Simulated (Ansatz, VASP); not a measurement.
## AlN: VASP beside Ansatz

```
Al N
1.0
     3.24210    0.00000    0.00000
    -1.62105    2.80774    0.00000
     0.00000    0.00000    4.18260
Al N
2 2
Direct
  0.33333 0.66667 0.75000
  0.66667 0.33333 0.25000
  0.33333 0.66667 0.25000
  0.66667 0.33333 0.75000
```

Alike in both runs: task single point; functional PBEsol; k mesh 9 × 9 × 6; occupations gaussian, width 0.05 eV; no spin polarisation.

```csv
,VASP,Ansatz
version,VASP 6.6.1,Ansatz 0.2.0
potentials or method,"VASP PAW PBE potentials, release 64 (Al, N), cutoff 520 eV","scalar-relativistic, plane waves, PAW"
valence electrons in the cell,16,16
```

VASP gave:

```
gap on the k mesh at the Fermi level (eV)                     : 3.47
least direct gap on the mesh (eV)                             : 3.47
pressure (GPa)                                                : 7.0
traceless stress, the component that is largest in VASP (GPa) : -5.15
```

**Question.** Which values does Ansatz return?

**Answer.** gap on the k mesh at the Fermi level (eV): 3.45; least direct gap on the mesh (eV): 3.45; pressure (GPa): 7.0; traceless stress, the component that is largest in VASP (GPa): -5.06.

VASP's potentials were made for PBE, not for PBEsol. With one functional, cell and mesh, what is left measures potentials, basis and numerics.
